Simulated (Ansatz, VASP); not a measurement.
# One calculation of ZnS, two programs

```
Zn S
1.0
     3.19634    0.00000    0.00000
     0.00000    3.19634    0.00000
     0.00000    0.00000    3.19634
Zn S
1 1
Cartesian
  1.5982 1.5982 1.5982
  0.0000 0.0000 0.0000
```

Change from the starting cell: species swapped into the LiPb type (Pm-3m, No. 221).

Alike in both runs: functional PBE; k mesh 18 × 18 × 18; occupations gaussian, width 0.1 eV; no spin polarisation.

Ansatz relaxed the structure, and its values are those at the end. VASP's run is a single point on that final structure, the one shown.

```csv
,VASP,Ansatz
version,VASP 6.6.1,Ansatz 0.2.0
potentials or method,"VASP PAW PBE potentials, release 64 (Zn, S), cutoff 520 eV","scalar-relativistic, plane waves, PAW"
valence electrons in the cell,18,18
```

```tsv
	VASP	Ansatz	Ansatz less VASP
gap on the k mesh at the Fermi level (eV)	none	none	-
pressure (GPa)	0.1	0.0	-0.07
```

A gap of «none» marks a metal or a gap that the smearing closes. The functional is the same, so the differences come from potentials, cutoffs and numerics.
